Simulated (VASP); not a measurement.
## WS2: single point with PBE

Sheet: WS2, a sheet with vacuum.

```
S W
1.0
     3.15300    0.00000    0.00000
    -1.57650    2.73058    0.00000
     0.00000    0.00000   30.08000
S W
2 1
Direct
  0.66667 0.33333 0.29876
  0.66667 0.33333 0.40404
  0.33333 0.66667 0.35140
```

- Program: VASP 6.6.1
- Task: single point
- Functional: PBE
- Potentials or basis: VASP PAW PBE potentials, release 64 (S, W_sv)
- Cutoff: 520 eV
- k mesh: 12 × 12 × 1
- Occupations: gaussian, width 0.02 eV
- Spin: no spin polarisation

The largest force is 0.005 eV/Å and the band gap on the k mesh is 1.96 eV, indirect (the least direct gap lies 4.1 meV higher).

Forces on the atoms (eV/Å):
```
S    0.000  0.000 -0.005
S    0.000  0.000  0.005
W    0.000  0.000  0.000
```

Levels at points of the mesh, in eV from the valence-band top:
| k point | band 11 | band 12 | band 13 | band 14 | band 15 | band 16 |
| --- | --- | --- | --- | --- | --- | --- |
| (0.00, 0.00, 0.00) | -1.53 | -1.53 | -0.19 | 2.94 | 2.94 | 3.05 |
| (0.50, 0.00, 0.00) | -2.25 | -1.19 | -0.97 | 2.98 | 3.37 | 4.05 |

Run time: 2.2 min on 1 thread of Intel(R) Xeon(R) Platinum 8488C (Sapphire Rapids) (shared host), peak memory 0.37 GiB.

Caveat: spin-orbit coupling is left out, which moves the levels of the heavy elements.
